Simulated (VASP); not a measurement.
# SnSe (Pm-3m) in VASP: notebook

SnSe is run at these levels: PBE; tasks: single point.

Everything below comes from runs of VASP 6.6.1. Logs are shortened: lines on timing, memory, paths and dates and some standing lists are left out, and cuts for length are marked.

## Step 1: The cell of the first run

The structure is cubic, space group Pm-3m (No. 221). The conventional cell has a = 3.716 Å, b = 3.716 Å, c = 3.716 Å, α = 90.00°, β = 90.00°, γ = 90.00°. Sn (site symmetry m-3m) has 8 Se at 3.22 Å and 6 Sn at 3.72 Å within 4.2 Å. Within 4.2 Å of Se (site symmetry m-3m) lie 8 Sn at 3.22 Å and 6 Se at 3.72 Å.

## Step 2: Single point, PBE (volume scaled by 1.03)

Contents of INCAR:

```
ALGO = Normal
EDIFF = 1E-6
ENCUT = 520
GGA = PE
ISIF = 2
ISMEAR = 0
LASPH = True
LCHARG = False
LREAL = False
LWAVE = False
NBANDS = 17
NELM = 100
PREC = Accurate
SIGMA = 0.1
```

Contents of KPOINTS:

```
k-points
0
Gamma
  12 12 12
```

Contents of POSCAR:

```
SnSe
1.0
    3.7160600354      0.0000000000      0.0000000000
    0.0000000000      3.7160600354      0.0000000000
    0.0000000000      0.0000000000      3.7160600354
Sn Se
1 1
Direct
    0.5000000000      0.5000000000      0.5000000000
    0.0000000000      0.0000000000      0.0000000000
```

Potentials or basis: VASP PAW PBE potentials, release 64 (Sn_d, Se).

Started as:

```sh
$ cat potpaw_PBE.64/Sn_d/POTCAR potpaw_PBE.64/Se/POTCAR > POTCAR
$ mpirun -np 1 vasp_std > vasp.out
```

OUTCAR:

```text
EDIFF = 1E-6
   ENCUT = 520
   GGA = PE
   ISIF = 2
   ISMEAR = 0
   LASPH = True
   LREAL = False
   NELM = 100
   PREC = Accurate

 ion  position               nearest neighbor table
   1  0.500  0.500  0.500-   2 3.22   2 3.22   2 3.22   2 3.22   2 3.22   2 3.22   2 3.22   2 3.22

   2  0.000  0.000  0.000-   1 3.22   1 3.22   1 3.22   1 3.22   1 3.22   1 3.22   1 3.22   1 3.22

  LATTYP: Found a simple cubic cell.
 ALAT       =     3.7160600354

  Lattice vectors:

 A1 = (   3.7160600354,   0.0000000000,   0.0000000000)
 A2 = (   0.0000000000,   3.7160600354,   0.0000000000)
 A3 = (   0.0000000000,   0.0000000000,   3.7160600354)

Analysis of symmetry for initial positions (statically):
=====================================================================
 Subroutine PRICEL returns:
 Original cell was already a primitive cell.

 Routine SETGRP: Setting up the symmetry group for a
 simple cubic supercell.

 Subroutine GETGRP returns: Found 48 space group operations
 (whereof 48 operations were pure point group operations)
 out of a pool of 48 trial point group operations.

The static configuration has the point symmetry O_h .

Analysis of symmetry for dynamics (positions and initial velocities):
=====================================================================
 Subroutine PRICEL returns:
 Original cell was already a primitive cell.

 Routine SETGRP: Setting up the symmetry group for a
 simple cubic supercell.

 Subroutine GETGRP returns: Found 48 space group operations
 (whereof 48 operations were pure point group operations)
 out of a pool of 48 trial point group operations.

The dynamic configuration has the point symmetry O_h .

 Subroutine INISYM returns: Found 48 space group operations
 (whereof 48 operations are pure point group operations),
 and found     1 'primitive' translations

----------------------------------------------------------------------------------------

                                     Primitive cell

  volume of cell :      51.3155

  direct lattice vectors                    reciprocal lattice vectors
     3.716060035  0.000000000  0.000000000     0.269102219  0.000000000  0.000000000
     0.000000000  3.716060035  0.000000000     0.000000000  0.269102219  0.000000000
     0.000000000  0.000000000  3.716060035     0.000000000  0.000000000  0.269102219

  length of vectors
     3.716060035  3.716060035  3.716060035     0.269102219  0.269102219  0.269102219

  position of ions in fractional coordinates (direct lattice)
     0.500000000  0.500000000  0.500000000
     0.000000000  0.000000000  0.000000000

  ion indices of the primitive-cell ions
   primitive index   ion index
                 1           1
                 2           2

----------------------------------------------------------------------------------------

 KPOINTS: k-points

Automatic generation of k-mesh.
 Grid dimensions read from file:
 generate k-points for:   12   12   12

 Generating k-lattice:

  Cartesian coordinates                     Fractional coordinates (reciprocal lattice)
     0.022425185  0.000000000  0.000000000     0.083333333  0.000000000  0.000000000
     0.000000000  0.022425185  0.000000000     0.000000000  0.083333333  0.000000000
     0.000000000  0.000000000  0.022425185     0.000000000  0.000000000  0.083333333

  Length of vectors
     0.022425185  0.022425185  0.022425185

  Shift w.r.t. Gamma in fractional coordinates (k-lattice)
     0.000000000  0.000000000  0.000000000

 Subroutine IBZKPT returns following result:
 ===========================================

 Found     84 irreducible k-points:

 Following reciprocal coordinates:
            Coordinates               Weight
  0.000000  0.000000  0.000000      1.000000
  0.083333  0.000000  0.000000      6.000000
  0.166667  0.000000  0.000000      6.000000
  0.250000  0.000000  0.000000      6.000000
  0.333333  0.000000  0.000000      6.000000
  0.416667  0.000000  0.000000      6.000000
[... 16 lines left out ...]
  0.333333  0.333333  0.000000     12.000000
  0.416667  0.333333  0.000000     24.000000
 [... further k-points ...]
   k-points           NKPTS =     84   k-points in BZ     NKDIM =     84   number of bands    NBANDS=     17
   number of dos      NEDOS =    301   number of ions     NIONS =      2
   total plane-waves  NPLWV =  21952
   dimension x,y,z NGX =    28 NGY =   28 NGZ =   28
   dimension x,y,z NGXF=    56 NGYF=   56 NGZF=   56
   ions per type =               1   1
   NGX,Y,Z   is equivalent  to a cutoff of  12.53, 12.53, 12.53 a.u.
   NGXF,Y,Z  is equivalent  to a cutoff of  25.05, 25.05, 25.05 a.u.
 SYSTEM =  unknown system
   PREC   = accura    normal or accurate (medium, high low for compatibility)
   ISTART =      0    job   : 0-new  1-cont  2-samecut
   ICHARG =      2    charge: 1-file 2-atom 10-const
   ISPIN  =      1    spin polarized calculation?
   LNONCOLLINEAR =      F non collinear calculations
   LSORBIT =      F    spin-orbit coupling
   LASPH  =      T    aspherical Exc in radial PAW
   ENCUT  =  520.0 eV  38.22 Ry    6.18 a.u.   6.91  6.91  6.91*2*pi/ulx,y,z
   NELM   =    100;   NELMIN=  2; NELMDL= -5     # of ELM steps
   EDIFF  = 0.1E-05   stopping-criterion for ELM
   LREAL  =      F    real-space projection
   EDIFFG = 0.1E-04   stopping-criterion for IOM
   NSW    =      0    number of steps for IOM
   IBRION =     -1    ionic relax: 0-MD 1-quasi-New 2-CG
   NFREE  =      0    steps in history (QN), initial steepest desc. (CG)
   ISIF   =      2    stress and relaxation
   ISYM   =      2    0-nonsym 1-usesym 2-fastsym
   POTIM  = 0.5000    time-step for ionic-motion
   TEBEG  =    0.0;   TEEND  =   0.0 temperature during run
   PSTRESS=    0.0 pullay stress
   NELECT =      20.0000    total number of electrons
   NUPDOWN=      -1.0000    fix difference up-down
   EMIN   =  10.00;   EMAX   =-10.00  energy-range for DOS
   EFERMI =   0.00;   METHOD = LEGACY
   ISMEAR =     0;   SIGMA  =   0.10  broadening in eV -4-tet -1-fermi 0-gaus
   EFERMI_NEDOS =   21; number of points for ismear=-14 and -15
   IALGO  =     38    algorithm
   IMIX   =      4    mixing-type and parameters
     AMIX     =   0.40;   BMIX     =  1.00
     AMIX_MAG =   1.60;   BMIX_MAG =  1.00
  volume/ion in A,a.u.               =      25.66       173.15
  Fermi-wavevector in a.u.,A,eV,Ry     =   1.195828  2.259788 19.456399  1.430005
  Thomas-Fermi vector in A             =   2.331784
   LORBIT       =      0    0 simple, 1 ext, 2 COOP (PROOUT), +10 PAW based schemes
   GGA     = PE    functional components
   LHFCALC =     F    Hartree Fock is set to
   AEXX    =    0.0000 exact exchange contribution
   IVDW    =     0    specifies the selected vdW correction
   LEPSILON=     F    determine dielectric tensor
   LRPA    =     F    only Hartree local field effects (RPA)
 non-spin polarized calculation
 Gauss-broadening in eV      SIGMA  =   0.10
  energy-cutoff  :      520.00
  volume of cell :       51.32
 maximum number of plane-waves:      1409
 NGX is ok and might be reduce to    28
   NGX = 13   NGY = 13   NGZ = 13

 number of electron      20.0000010 magnetization

 Free energy of the ion-electron system (eV)
  ---------------------------------------------------
  ext. energy  EPLUGINS =         0.00000000
  ---------------------------------------------------
  free energy    TOTEN  =        -7.71043928 eV

  energy without entropy =       -7.70597867  energy(sigma->0) =       -7.70820898

 E-fermi :   5.8301     XC(G=0): -10.0386

 val. band max:        5.7999474227   @ k =   0.4167   0.0833   0.0000
 cond. band min:       5.8891172000   @ k =   0.3333   0.0833   0.0833
 fundamental gap:      0.0891697773
 Fermi energy:         5.8300551213

 k-point     1 :       0.0000    0.0000    0.0000
  band No.  band energies     occupation
      1     -15.7403      2.00000
      2     -15.7403      2.00000
      3     -15.6728      2.00000
      4     -15.6728      2.00000
      5     -15.6728      2.00000
      6      -7.6017      2.00000
[... 9 lines left out ...]
     16      18.2323      0.00000
     17      18.2331      0.00000

 k-point     2 :       0.0833    0.0000    0.0000
  band No.  band energies     occupation
      1     -15.7401      2.00000
      2     -15.7368      2.00000
      3     -15.6739      2.00000
      4     -15.6739      2.00000
      5     -15.6727      2.00000
      6      -7.5540      2.00000
[... 9 lines left out ...]
     16      18.0058      0.00000
     17      18.0103      0.00000

 k-point     3 :       0.1667    0.0000    0.0000
  band No.  band energies     occupation
      1     -15.7397      2.00000
      2     -15.7271      2.00000
      3     -15.6771      2.00000
      4     -15.6771      2.00000
      5     -15.6724      2.00000
      6      -7.4164      2.00000
[... 9 lines left out ...]
     16      17.2755      0.00000
     17      17.8056      0.00000

 k-point     4 :       0.2500    0.0000    0.0000
  band No.  band energies     occupation
      1     -15.7391      2.00000
      2     -15.7140      2.00000
      3     -15.6813      2.00000
      4     -15.6813      2.00000
      5     -15.6721      2.00000
      6      -7.2077      2.00000
[... 9 lines left out ...]
     16      15.9729      0.00000
     17      17.9032      0.00000
[... 343 lines left out ...]
      1     -15.7213      2.00000
      2     -15.7030      2.00000
      3     -15.6884      2.00000
      4     -15.6792      2.00000
      5     -15.6760      2.00000
      6      -6.3936      2.00000
[... 9 lines left out ...]
     16      15.7661      0.00000
     17      16.5639      0.00000

 k-point    23 :       0.3333    0.3333    0.0000
  band No.  band energies     occupation
      1     -15.7186      2.00000
      2     -15.7036      2.00000
      3     -15.6840      2.00000
      4     -15.6835      2.00000
      5     -15.6787      2.00000
      6      -6.4486      2.00000
[... 9 lines left out ...]
     16      15.0500      0.00000
     17      16.8702      0.00000

 k-point    24 :       0.4167    0.3333    0.0000
  band No.  band energies     occupation
      1     -15.7164      2.00000
      2     -15.7080      2.00000
      3     -15.6866      2.00000
      4     -15.6833      2.00000
      5     -15.6707      2.00000
      6      -6.2947      2.00000
[... 9 lines left out ...]
     16      15.2521      0.00000
     17      15.9735      0.00000

 [... further k-points ...]

------------------------ aborting loop because EDIFF is reached ----------------------------------------

  FORCE on cell =-STRESS in cart. coord.  units (eV):
  Direction    XX          YY          ZZ          XY          YZ          ZX
  --------------------------------------------------------------------------------------
  -------------------------------------------------------------------------------------
  Total       -0.4517742     -0.4517742     -0.4517742     -0.0000000      0.0000000      0.0000000
  in kB      -14.1053507    -14.1053507    -14.1053507     -0.0000000      0.0000000      0.0000000
  external PRESSURE =     -14.1053507 kB  Pullay stress =       0.0000000 kB

 VOLUME and BASIS-vectors are now :
 -----------------------------------------------------------------------------
  energy-cutoff  :      520.00
  volume of cell :       51.32
      direct lattice vectors                 reciprocal lattice vectors
     3.716060035  0.000000000  0.000000000     0.269102219  0.000000000  0.000000000
     0.000000000  3.716060035  0.000000000     0.000000000  0.269102219  0.000000000
     0.000000000  0.000000000  3.716060035     0.000000000  0.000000000  0.269102219

 POSITION                                       TOTAL-FORCE (eV/Angst)
 -----------------------------------------------------------------------------------
      1.85803      1.85803      1.85803         0.000000      0.000000      0.000000
      0.00000      0.00000      0.00000         0.000000      0.000000      0.000000
 -----------------------------------------------------------------------------------
    total drift:                                0.000000      0.000000      0.000000

  FREE ENERGIE OF THE ION-ELECTRON SYSTEM (eV)
  ---------------------------------------------------
  free  energy   TOTEN  =        -7.7104392811 eV

  energy  without entropy=       -7.7059786705  energy(sigma->0) =       -7.70820898
```

Wall time 55 s (1 thread of Intel Xeon Platinum 8175M at 2.50GHz (Skylake/Cascade Lake), shared host); peak memory 0.21 GiB.

Results:

```yaml
Free_energy: -7.7104 eV
Pressure: -1.4 GPa
Band_gap_on_the_k_mesh: zero (band 10 reaches 6.13 eV, above the bottom of band 11 at 4.90 eV)
```

Caveat: spin-orbit coupling is left out, which moves the levels of the heavy elements.

## Step 3: Single point, PBE (volume scaled by 1.06)

Contents of INCAR:

```
SYSTEM = SnSe
PREC     = Accurate       ! precision mode
ENCUT    = 520            ! plane-wave cutoff, eV
EDIFF    = 1E-6           ! SCF threshold, eV
ISMEAR   = 0              ! smearing method
SIGMA    = 0.1            ! smearing width, eV
LREAL    = .FALSE.        ! projectors in reciprocal space
LASPH    = .TRUE.         ! aspherical terms in the spheres
NELM     = 60             ! most SCF steps
ALGO     = Normal         ! electronic algorithm
ISIF     = 2              ! what is computed and relaxed
LWAVE    = .FALSE.        ! write WAVECAR
LCHARG   = .FALSE.        ! write CHGCAR
GGA      = PE             ! functional
NBANDS   = 17             ! bands
```

Contents of KPOINTS:

```
regular mesh
0
G
  12 12 12
  0 0 0
```

Contents of POSCAR:

```
SnSe
1.0
    3.7517935740      0.0000000000      0.0000000000
    0.0000000000      3.7517935740      0.0000000000
    0.0000000000      0.0000000000      3.7517935740
Sn Se
1 1
Direct
    0.5000000000      0.5000000000      0.5000000000
    0.0000000000      0.0000000000      0.0000000000
```

Potentials or basis: VASP PAW PBE potentials, release 64 (Sn_d, Se).

Started as:

```sh
$ cat potpaw_PBE.64/Sn_d/POTCAR potpaw_PBE.64/Se/POTCAR > POTCAR
$ mpirun -np 1 vasp_std > vasp.out
```

It took 54 s on 1 thread of Intel Xeon Platinum 8175M at 2.50GHz (Skylake/Cascade Lake), shared host; peak memory 0.21 GiB.

It converged, with:

| Property | Result |
| --- | --- |
| Free energy | -7.6919 eV |
| Pressure | -2.6 GPa |
| Band gap on the k mesh | zero (band 10 reaches 5.77 eV, above the bottom of band 11 at 4.66 eV) |

Levels at points of the mesh, in eV from the Fermi level:
```
           k point  band 7  band 8  band 9  band 10  band 11  band 12  band 13  band 14
(0.00, 0.00, 0.00)   -5.83   -1.65   -1.65    -1.65     4.57     4.57     5.68     5.68
(0.50, 0.00, 0.00)   -7.98   -0.48   -0.48    -0.09     0.26     3.06     3.06     6.58
(0.50, 0.50, 0.00)   -5.98   -4.54   -4.54    -0.09     3.92     3.92     4.51     6.42
(0.50, 0.50, 0.50)   -4.61   -2.68   -2.68    -2.68    -0.84    -0.84    -0.84    13.38
```

Caveat: spin-orbit coupling is left out, which moves the levels of the heavy elements.

(Part 1 of 2 ends here.)
